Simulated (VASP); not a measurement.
# RbBr3 (I4/mmm) in VASP: further runs, part 2 of 2

VASP 6.6.1. The steps go on from the part before.

### Step 5. Single point, PBE

Contents of INCAR:

```
PREC = Accurate
ENCUT = 500
EDIFF = 1E-6
ISMEAR = -1
SIGMA = 0.2
LREAL = F
LASPH = T
NELM = 120
ALGO = Normal
ISIF = 2
LWAVE = F
LCHARG = F
GGA = PE
NBANDS = 23
GGA_COMPAT = F
```

Contents of KPOINTS:

```
regular mesh
0
Gamma
  14 14 14
```

Contents of POSCAR:

```
RbBr3
1.0
   -2.2585671000      2.2585671000      6.4370042300
    2.2585671000     -2.2585671000      6.4370042300
    2.2585671000      2.2585671000     -6.4370042300
Rb Br
1 3
Direct
    0.0000000000      0.0000000000      0.0000000000
    0.7500000000      0.2500000000      0.5000000000
    0.2500000000      0.7500000000      0.5000000000
    0.5000000000      0.5000000000      0.0000000000
```

Potentials or basis: VASP PAW PBE potentials, release 64 (Rb_sv, Br).

The run is started by

```
$ cat potpaw_PBE.64/Rb_sv/POTCAR potpaw_PBE.64/Br/POTCAR > POTCAR
$ mpirun -np 1 vasp_std > vasp.out
```

OUTCAR:

```text
PREC = Accurate
   ENCUT = 500
   EDIFF = 1E-6
   ISMEAR = -1
   LREAL = F
   LASPH = T
   NELM = 120
   ISIF = 2
   GGA = PE

 ion  position               nearest neighbor table
   1  0.000  0.000  0.000-   4 3.19   4 3.19   4 3.19   4 3.19   2 3.93   2 3.93   3 3.93   3 3.93
                             3 3.93   2 3.93   3 3.93   2 3.93
   2  0.750  0.250  0.500-   1 3.93   1 3.93   1 3.93   1 3.93
   3  0.250  0.750  0.500-   1 3.93   1 3.93   1 3.93   1 3.93
   4  0.500  0.500  0.000-   1 3.19   1 3.19   1 3.19   1 3.19

  LATTYP: Found a body centered tetragonal cell.
 ALAT       =     4.5171342000
 C/A-ratio  =     2.8500389605

  Lattice vectors:

 A1 = (  -2.2585671000,   2.2585671000,   6.4370042300)
 A2 = (   2.2585671000,  -2.2585671000,   6.4370042300)
 A3 = (   2.2585671000,   2.2585671000,  -6.4370042300)

Analysis of symmetry for initial positions (statically):
=====================================================================
 Subroutine PRICEL returns:
 Original cell was already a primitive cell.

 Routine SETGRP: Setting up the symmetry group for a
 body centered tetragonal supercell.

 Subroutine GETGRP returns: Found 16 space group operations
 (whereof 16 operations were pure point group operations)
 out of a pool of 16 trial point group operations.

The static configuration has the point symmetry D_4h.

Analysis of symmetry for dynamics (positions and initial velocities):
=====================================================================
 Subroutine PRICEL returns:
 Original cell was already a primitive cell.

 Routine SETGRP: Setting up the symmetry group for a
 body centered tetragonal supercell.

 Subroutine GETGRP returns: Found 16 space group operations
 (whereof 16 operations were pure point group operations)
 out of a pool of 16 trial point group operations.

The dynamic configuration has the point symmetry D_4h.

 Subroutine INISYM returns: Found 16 space group operations
 (whereof 16 operations are pure point group operations),
 and found     1 'primitive' translations

----------------------------------------------------------------------------------------

                                     Primitive cell

  volume of cell :     131.3439

  direct lattice vectors                    reciprocal lattice vectors
    -2.258567100  2.258567100  6.437004230     0.000000000  0.221379298  0.077675885
     2.258567100 -2.258567100  6.437004230     0.221379298  0.000000000  0.077675885
     2.258567100  2.258567100 -6.437004230     0.221379298  0.221379298  0.000000000

  length of vectors
     7.185908025  7.185908025  7.185908025     0.234611033  0.234611033  0.313077606

  position of ions in fractional coordinates (direct lattice)
     0.000000000  0.000000000  0.000000000
     0.750000000  0.250000000  0.500000000
     0.250000000  0.750000000  0.500000000
     0.500000000  0.500000000  0.000000000

  ion indices of the primitive-cell ions
   primitive index   ion index
                 1           1
                 2           2
                 3           3
                 4           4

----------------------------------------------------------------------------------------

 KPOINTS: regular mesh

Automatic generation of k-mesh.
 Grid dimensions read from file:
 generate k-points for:   14   14   14

 Generating k-lattice:

  Cartesian coordinates                     Fractional coordinates (reciprocal lattice)
     0.000000000  0.015812807  0.005548277     0.071428571  0.000000000  0.000000000
     0.015812807  0.000000000  0.005548277     0.000000000  0.071428571  0.000000000
     0.015812807  0.015812807  0.000000000     0.000000000  0.000000000  0.071428571

  Length of vectors
     0.016757931  0.016757931  0.022362686

  Shift w.r.t. Gamma in fractional coordinates (k-lattice)
     0.000000000  0.000000000  0.000000000

 Subroutine IBZKPT returns following result:
 ===========================================

 Found    244 irreducible k-points:

 Following reciprocal coordinates:
            Coordinates               Weight
  0.000000  0.000000  0.000000      1.000000
  0.071429 -0.000000  0.000000      8.000000
  0.142857 -0.000000  0.000000      8.000000
  0.214286 -0.000000  0.000000      8.000000
  0.285714 -0.000000  0.000000      8.000000
  0.357143  0.000000 -0.000000      8.000000
[... 16 lines left out ...]
  0.214286  0.142857  0.000000     16.000000
  0.285714  0.142857  0.000000     16.000000
 [... further k-points ...]
   k-points           NKPTS =    244   k-points in BZ     NKDIM =    244   number of bands    NBANDS=     23
   number of dos      NEDOS =    301   number of ions     NIONS =      4
   total plane-waves  NPLWV = 157464
   dimension x,y,z NGX =    54 NGY =   54 NGZ =   54
   dimension x,y,z NGXF=   108 NGYF=  108 NGZF=  108
   ions per type =               1   3
   NGX,Y,Z   is equivalent  to a cutoff of  12.49, 12.49, 12.49 a.u.
   NGXF,Y,Z  is equivalent  to a cutoff of  24.99, 24.99, 24.99 a.u.
 SYSTEM =  unknown system
   PREC   = accura    normal or accurate (medium, high low for compatibility)
   ISTART =      0    job   : 0-new  1-cont  2-samecut
   ICHARG =      2    charge: 1-file 2-atom 10-const
   ISPIN  =      1    spin polarized calculation?
   LNONCOLLINEAR =      F non collinear calculations
   LSORBIT =      F    spin-orbit coupling
   LASPH  =      T    aspherical Exc in radial PAW
   ENCUT  =  500.0 eV  36.75 Ry    6.06 a.u.  13.10 13.10 13.10*2*pi/ulx,y,z
   NELM   =    120;   NELMIN=  2; NELMDL= -5     # of ELM steps
   EDIFF  = 0.1E-05   stopping-criterion for ELM
   LREAL  =      F    real-space projection
   EDIFFG = 0.1E-04   stopping-criterion for IOM
   NSW    =      0    number of steps for IOM
   IBRION =     -1    ionic relax: 0-MD 1-quasi-New 2-CG
   NFREE  =      0    steps in history (QN), initial steepest desc. (CG)
   ISIF   =      2    stress and relaxation
   ISYM   =      2    0-nonsym 1-usesym 2-fastsym
   POTIM  = 0.5000    time-step for ionic-motion
   TEBEG  =    0.0;   TEEND  =   0.0 temperature during run
   PSTRESS=    0.0 pullay stress
   NELECT =      30.0000    total number of electrons
   NUPDOWN=      -1.0000    fix difference up-down
   EMIN   =  10.00;   EMAX   =-10.00  energy-range for DOS
   EFERMI =   0.00;   METHOD = LEGACY
   ISMEAR =    -1;   SIGMA  =   0.20  broadening in eV -4-tet -1-fermi 0-gaus
   EFERMI_NEDOS =   21; number of points for ismear=-14 and -15
   IALGO  =     38    algorithm
   IMIX   =      4    mixing-type and parameters
     AMIX     =   0.40;   BMIX     =  1.00
     AMIX_MAG =   1.60;   BMIX_MAG =  1.00
  volume/ion in A,a.u.               =      32.84       221.59
  Fermi-wavevector in a.u.,A,eV,Ry     =   1.000719  1.891084 13.625388  1.001438
  Thomas-Fermi vector in A             =   2.133093
   LORBIT       =      0    0 simple, 1 ext, 2 COOP (PROOUT), +10 PAW based schemes
   GGA     = PE    functional components
   LHFCALC =     F    Hartree Fock is set to
   AEXX    =    0.0000 exact exchange contribution
   IVDW    =     0    specifies the selected vdW correction
   LEPSILON=     F    determine dielectric tensor
   LRPA    =     F    only Hartree local field effects (RPA)
 non-spin polarized calculation
  energy-cutoff  :      500.00
  volume of cell :      131.34
 maximum number of plane-waves:      3367
 NGX is ok and might be reduce to    54
   NGX = 27   NGY = 27   NGZ = 27

 number of electron      29.9999999 magnetization

 Free energy of the ion-electron system (eV)
  ---------------------------------------------------
  ext. energy  EPLUGINS =         0.00000000
  ---------------------------------------------------
  free energy    TOTEN  =        -8.54033554 eV

  energy without entropy =       -8.06825997  energy(sigma->0) =       -8.30429775

 E-fermi :  -0.2003     XC(G=0):  -8.1931

 val. band max:       -0.2010638375   @ k =  -0.3571   0.4286   0.2143
 cond. band min:      -0.1999823298   @ k =  -0.2857   0.5000   0.1429
 fundamental gap:      0.0010815078
 Fermi energy:        -0.2002987082

 k-point     1 :       0.0000    0.0000    0.0000
  band No.  band energies     occupation
      1     -24.8927      2.00000
      2     -14.7017      2.00000
      3     -13.2939      2.00000
      4     -13.0669      2.00000
      5      -9.1044      2.00000
      6      -9.0327      2.00000
[... 613 lines left out ...]
     22       8.3704      0.00000
     23       9.3791      0.00000

 [... further k-points ...]

------------------------ aborting loop because EDIFF is reached ----------------------------------------

  FORCE on cell =-STRESS in cart. coord.  units (eV):
  Direction    XX          YY          ZZ          XY          YZ          ZX
  --------------------------------------------------------------------------------------
  -------------------------------------------------------------------------------------
  Total        1.0313235      1.0313235      0.8360549      0.0000000     -0.0000000      0.0000000
  in kB       12.5804366     12.5804366     10.1984831      0.0000000     -0.0000000      0.0000000
  external PRESSURE =      11.7864521 kB  Pullay stress =       0.0000000 kB

 VOLUME and BASIS-vectors are now :
 -----------------------------------------------------------------------------
  energy-cutoff  :      500.00
  volume of cell :      131.34
      direct lattice vectors                 reciprocal lattice vectors
    -2.258567100  2.258567100  6.437004230     0.000000000  0.221379298  0.077675885
     2.258567100 -2.258567100  6.437004230     0.221379298  0.000000000  0.077675885
     2.258567100  2.258567100 -6.437004230     0.221379298  0.221379298  0.000000000

 POSITION                                       TOTAL-FORCE (eV/Angst)
 -----------------------------------------------------------------------------------
      0.00000      0.00000      0.00000         0.000000      0.000000      0.000000
      0.00000      2.25857      3.21850        -0.000000      0.000000     -0.000000
      2.25857      0.00000      3.21850         0.000000     -0.000000     -0.000000
      0.00000      0.00000      6.43700         0.000000      0.000000      0.000000
 -----------------------------------------------------------------------------------
    total drift:                               -0.000000      0.000000      0.000000

  FREE ENERGIE OF THE ION-ELECTRON SYSTEM (eV)
  ---------------------------------------------------
  free  energy   TOTEN  =        -8.5403355384 eV

  energy  without entropy=       -8.0682599671  energy(sigma->0) =       -8.30429775
```

OSZICAR:

```text
N       E                     dE             d eps       ncg     rms          rms(c)
DAV:   1     0.179760193635E+03    0.17976E+03   -0.12506E+04 11224   0.109E+03
DAV:   2     0.419502790434E+01   -0.17557E+03   -0.16925E+03 15848   0.195E+02
DAV:   3    -0.882074493038E+01   -0.13016E+02   -0.12936E+02 14818   0.567E+01
DAV:   4    -0.915085131420E+01   -0.33011E+00   -0.32981E+00 16102   0.843E+00
DAV:   5    -0.915551219405E+01   -0.46609E-02   -0.46606E-02 14765   0.952E-01    0.577E+00
DAV:   6    -0.854105513319E+01    0.61446E+00   -0.80852E-01 15243   0.492E+00    0.359E+00
DAV:   7    -0.855067354348E+01   -0.96184E-02   -0.31094E-01 14542   0.217E+00    0.192E+00
DAV:   8    -0.873383856524E+01   -0.18317E+00   -0.13097E+00 14428   0.292E+00    0.176E+00
DAV:   9    -0.854316230595E+01    0.19068E+00   -0.27327E-01 15502   0.252E+00    0.451E-01
DAV:  10    -0.854004933905E+01    0.31130E-02   -0.60366E-02 14172   0.879E-01    0.119E-01
DAV:  11    -0.854033907447E+01   -0.28974E-03   -0.22454E-03 13094   0.227E-01    0.615E-02
DAV:  12    -0.854046227796E+01   -0.12320E-03   -0.38740E-04 15413   0.581E-02    0.815E-02
DAV:  13    -0.854037287226E+01    0.89406E-04   -0.10228E-03 14995   0.953E-02    0.313E-02
DAV:  14    -0.854033857279E+01    0.34299E-04   -0.91487E-05 13780   0.374E-02    0.109E-02
DAV:  15    -0.854033742292E+01    0.11499E-05   -0.56485E-06 13964   0.981E-03    0.731E-03
DAV:  16    -0.854033572323E+01    0.16997E-05   -0.12880E-05 13075   0.104E-02    0.286E-03
DAV:  17    -0.854033553842E+01    0.18481E-06   -0.87010E-07  7271   0.390E-03
   1 F= -.85403355E+01 E0= -.83042978E+01  d E =-.472076E+00
```

It took 23 min on 1 thread of AMD EPYC 9R45 (Zen 5), shared host; peak memory 0.79 GiB.

What came out:

```
Free energy            : -8.5403 eV
Pressure               : 1.2 GPa
Band gap on the k mesh : zero (bands 15 and 16 overlap by 1.21 eV)
```

Stress tensor (GPa, compression positive):
```
1.26 0.00 0.00
0.00 1.26 0.00
0.00 0.00 1.02
```

### Step 6. Single point, PBE

Contents of INCAR:

```
SYSTEM = RbBr3
  PREC = Accurate
  ENCUT = 500
  EDIFF = 1E-6
  ISMEAR = -1
  SIGMA = 0.5
  LREAL = .FALSE.
  LASPH = .TRUE.
  NELM = 120
  ALGO = Normal
  ISIF = 2
  LWAVE = .FALSE.
  LCHARG = .FALSE.
  GGA = PE
  NBANDS = 23
  GGA_COMPAT = .FALSE.
```

Contents of KPOINTS:

```
Automatic mesh
0
G
  14 14 14
  0 0 0
```

POSCAR is that of step 5.

Potentials or basis: VASP PAW PBE potentials, release 64 (Rb_sv, Br).

The run is started by

```
$ cat potpaw_PBE.64/Rb_sv/POTCAR potpaw_PBE.64/Br/POTCAR > POTCAR
$ mpirun -np 1 vasp_std > vasp.out
```

OUTCAR:

```text
SYSTEM = RbBr3
   PREC = Accurate
   ENCUT = 500
   EDIFF = 1E-6
   ISMEAR = -1
   LREAL = .FALSE.
   LASPH = .TRUE.
   NELM = 120
   ISIF = 2
   GGA = PE

 ion  position               nearest neighbor table
   1  0.000  0.000  0.000-   4 3.19   4 3.19   4 3.19   4 3.19   2 3.93   2 3.93   3 3.93   3 3.93
                             3 3.93   2 3.93   3 3.93   2 3.93
   2  0.750  0.250  0.500-   1 3.93   1 3.93   1 3.93   1 3.93
   3  0.250  0.750  0.500-   1 3.93   1 3.93   1 3.93   1 3.93
   4  0.500  0.500  0.000-   1 3.19   1 3.19   1 3.19   1 3.19

  LATTYP: Found a body centered tetragonal cell.
 ALAT       =     4.5171342000
 C/A-ratio  =     2.8500389605

  Lattice vectors:

 A1 = (  -2.2585671000,   2.2585671000,   6.4370042300)
 A2 = (   2.2585671000,  -2.2585671000,   6.4370042300)
 A3 = (   2.2585671000,   2.2585671000,  -6.4370042300)

Analysis of symmetry for initial positions (statically):
=====================================================================
 Subroutine PRICEL returns:
 Original cell was already a primitive cell.

 Routine SETGRP: Setting up the symmetry group for a
 body centered tetragonal supercell.

 Subroutine GETGRP returns: Found 16 space group operations
 (whereof 16 operations were pure point group operations)
 out of a pool of 16 trial point group operations.

The static configuration has the point symmetry D_4h.

Analysis of symmetry for dynamics (positions and initial velocities):
=====================================================================
 Subroutine PRICEL returns:
 Original cell was already a primitive cell.

 Routine SETGRP: Setting up the symmetry group for a
 body centered tetragonal supercell.

 Subroutine GETGRP returns: Found 16 space group operations
 (whereof 16 operations were pure point group operations)
[... 121 lines left out ...]
   ISMEAR =    -1;   SIGMA  =   0.50  broadening in eV -4-tet -1-fermi 0-gaus
   EFERMI_NEDOS =   21; number of points for ismear=-14 and -15
   IALGO  =     38    algorithm
   IMIX   =      4    mixing-type and parameters
     AMIX     =   0.40;   BMIX     =  1.00
     AMIX_MAG =   1.60;   BMIX_MAG =  1.00
  volume/ion in A,a.u.               =      32.84       221.59
  Fermi-wavevector in a.u.,A,eV,Ry     =   1.000719  1.891084 13.625388  1.001438
  Thomas-Fermi vector in A             =   2.133093
   LORBIT       =      0    0 simple, 1 ext, 2 COOP (PROOUT), +10 PAW based schemes
   GGA     = PE    functional components
   LHFCALC =     F    Hartree Fock is set to
   AEXX    =    0.0000 exact exchange contribution
   IVDW    =     0    specifies the selected vdW correction
   LEPSILON=     F    determine dielectric tensor
   LRPA    =     F    only Hartree local field effects (RPA)
 non-spin polarized calculation
  energy-cutoff  :      500.00
  volume of cell :      131.34
 maximum number of plane-waves:      3367
 NGX is ok and might be reduce to    54
   NGX = 27   NGY = 27   NGZ = 27

 number of electron      29.9999999 magnetization

 Free energy of the ion-electron system (eV)
  ---------------------------------------------------
  ext. energy  EPLUGINS =         0.00000000
  ---------------------------------------------------
  free energy    TOTEN  =        -9.53610533 eV

  energy without entropy =       -7.49235893  energy(sigma->0) =       -8.51423213

 E-fermi :   0.2370     XC(G=0):  -8.1862

 val. band max:        0.2006478267   @ k =  -0.1429  -0.2857   0.0714
 cond. band min:       0.2864518406   @ k =  -0.3571   0.4286   0.0714
 fundamental gap:      0.0858040139
 Fermi energy:         0.2370185288

 k-point     1 :       0.0000    0.0000    0.0000
  band No.  band energies     occupation
      1     -25.0470      2.00000
      2     -14.4444      2.00000
      3     -13.3275      2.00000
      4     -13.0252      2.00000
      5      -9.2290      2.00000
      6      -9.1980      2.00000
[... 613 lines left out ...]
     22       8.3986      0.00000
     23       9.3532      0.00000

 [... further k-points ...]

------------------------ aborting loop because EDIFF is reached ----------------------------------------

  FORCE on cell =-STRESS in cart. coord.  units (eV):
  Direction    XX          YY          ZZ          XY          YZ          ZX
  --------------------------------------------------------------------------------------
  -------------------------------------------------------------------------------------
  Total        2.6942413      2.6942413      0.6005081      0.0000000     -0.0000000      0.0000000
  in kB       32.8652761     32.8652761      7.3252036      0.0000000     -0.0000000      0.0000000
  external PRESSURE =      24.3519186 kB  Pullay stress =       0.0000000 kB

 VOLUME and BASIS-vectors are now :
 -----------------------------------------------------------------------------
  energy-cutoff  :      500.00
  volume of cell :      131.34
      direct lattice vectors                 reciprocal lattice vectors
    -2.258567100  2.258567100  6.437004230     0.000000000  0.221379298  0.077675885
     2.258567100 -2.258567100  6.437004230     0.221379298  0.000000000  0.077675885
     2.258567100  2.258567100 -6.437004230     0.221379298  0.221379298  0.000000000

 POSITION                                       TOTAL-FORCE (eV/Angst)
 -----------------------------------------------------------------------------------
      0.00000      0.00000      0.00000         0.000000     -0.000000      0.000000
      0.00000      2.25857      3.21850        -0.000000      0.000000     -0.000000
      2.25857      0.00000      3.21850         0.000000      0.000000     -0.000000
      0.00000      0.00000      6.43700         0.000000     -0.000000      0.000000
 -----------------------------------------------------------------------------------
    total drift:                               -0.000000      0.000000      0.000000

  FREE ENERGIE OF THE ION-ELECTRON SYSTEM (eV)
  ---------------------------------------------------
  free  energy   TOTEN  =        -9.5361053278 eV

  energy  without entropy=       -7.4923589256  energy(sigma->0) =       -8.51423213
```

It took 32 min on 1 thread of Oxide Virtual Turin-like, shared host; peak memory 0.79 GiB.

Results:

* Free energy: -9.5361 eV
* Pressure: 2.4 GPa
* Band gap on the k mesh: zero (bands 15 and 16 overlap by 1.51 eV)

Stress tensor (GPa, compression positive):
```
3.29 0.00 0.00
0.00 3.29 0.00
0.00 0.00 0.73
```

Levels at points of the mesh, in eV from the Fermi level:
```
           k point  band 13  band 14  band 15  band 16  band 17  band 18
(0.00, 0.00, 0.00)    -1.07    -0.69     0.16     0.16     4.62     5.49
(0.50, 0.00, 0.00)    -1.75    -1.68    -1.51    -0.76     6.98     7.12
(0.50, 0.50, 0.00)    -1.27    -0.94     0.66     0.66     5.91     5.96
(0.50, 0.50, 0.50)    -1.20    -1.01     0.14     0.14     4.99     5.82
```

Caveat: so wide a smearing shifts energies and pressures.

### Step 7. Overview

| smearing | gap on the mesh (eV) | pressure (GPa) |
| --- | --- | --- |
| gaussian 0.1 eV | none | 0.7 |
| gaussian 0.5 eV | none | 1.2 |
| fermi-dirac 0.05 eV | none | 0.7 |
| fermi-dirac 0.2 eV | none | 1.2 |
| fermi-dirac 0.5 eV | none | 2.4 |

Alike in all rows: task single point; level PBE; potentials or basis VASP PAW PBE potentials, release 64 (Rb_sv, Br); no spin polarisation; cell as given; k mesh 14 × 14 × 14; cutoff (eV) 500.

Caveats: so wide a smearing shifts energies and pressures (at least some runs).

Total energies depend on the potentials used, so only differences within one code and one set of settings carry meaning.

The gap in the log of VASP goes by the Fermi energy; the results here count the filled bands.